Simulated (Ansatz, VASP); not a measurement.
One calculation of Te2Mo, two programs

```
Te Mo
1.0
     3.55707    0.00000    0.00000
    -1.77853    3.08051    0.00000
     0.00000    0.00000   15.20472
Te Mo
4 2
Direct
  0.33333 0.66667 0.63109
  0.66667 0.33333 0.13109
  0.33333 0.66667 0.86891
  0.66667 0.33333 0.36891
  0.33333 0.66667 0.25000
  0.66667 0.33333 0.75000
```

Alike in both runs: functional PBE; k mesh 12 × 12 × 2; occupations gaussian, width 0.02 eV; no spin polarisation.

Ansatz relaxed the structure, and its values are those at the end. VASP's run is a single point on that final structure, the one shown.

|  | VASP | Ansatz |
| --- | --- | --- |
| version | VASP 6.6.1 | Ansatz 0.2.0 |
| potentials or method | VASP PAW PBE potentials, release 64 (Te, Mo_sv), cutoff 520 eV | scalar-relativistic, plane waves, PAW |
| valence electrons in the cell | 52 | 92 |

```tsv
	VASP	Ansatz	Ansatz less VASP
gap on the k mesh at the Fermi level (eV)	1.01	1.00	-0.004
least direct gap on the mesh (eV)	1.03	1.03	+0.001
pressure (GPa)	0.0	0.0	-0.01
rms of the force components (eV/Å)	0.005	0.001	-0.0047
```

VASP's potentials hold 52 valence electrons a cell and Ansatz's 92, so a difference there can come from the potentials and not from the codes.

Spin-orbit coupling is off throughout.
